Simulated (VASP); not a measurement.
Input of a VASP 6.6.1 run:

File POSCAR:

```
Ag
1.0
    2.0829608533      2.0829608533      0.0000000000
   -2.0562756392      2.0562756392      0.0000000000
    0.0000000000      0.0000000000      4.0545107039
Ag
2
Direct
    0.0000000000      0.0000000000      0.0000000000
    0.5000000000      0.5000000000      0.5000000000
```

The input INCAR.step1:

```
  PREC = Accurate
  ENCUT = 520
  ISMEAR = 0
  SIGMA = 0.1
  LREAL = F
  LASPH = T
  NELM = 60
  NBANDS = 18
  GGA = PE
  ALGO = Normal
  EDIFF = 1E-4
  LWAVE = T
  LCHARG = F
```

The input INCAR.step2:

```
  PREC = Accurate
  ENCUT = 520
  EDIFF = 1E-7
  ISMEAR = 0
  SIGMA = 0.1
  LREAL = F
  LASPH = T
  NELM = 60
  ALGO = Normal
  ISIF = 2
  LWAVE = F
  LCHARG = T
  METAGGA = R2SCAN
  LMIXTAU = T
  LELF = T
  LVHAR = T
  NBANDS = 18
  ISTART = 1
```

Contents of KPOINTS:

```
Automatic mesh
0
Gamma
  18 18 12
```

Potentials or basis: VASP PAW PBE potentials, release 64 (Ag).

Launch:

```bash
$ cat potpaw_PBE.64/Ag/POTCAR > POTCAR
$ cp INCAR.step1 INCAR
$ mpirun -np 1 vasp_std > vasp.out
$ cp INCAR.step2 INCAR
$ mpirun -np 1 vasp_std > vasp.out
```

Problem. What does it give for the band gap on the k mesh?

Solution. Zero (bands 11 and 12 overlap by 9.81 eV).

Problem. Estimate the pressure.

Solution. -0.3 GPa.

Stress tensor (GPa, compression positive):
```
-0.50 -0.63  0.00
-0.63 -0.50  0.00
 0.00  0.00  0.12
```

Caveat: the cell differs from its parent crystal (uniaxial strain along a: +1.5 %, then relaxed in part); the PAW data sets were made with another functional, which shifts forces and pressure a little.
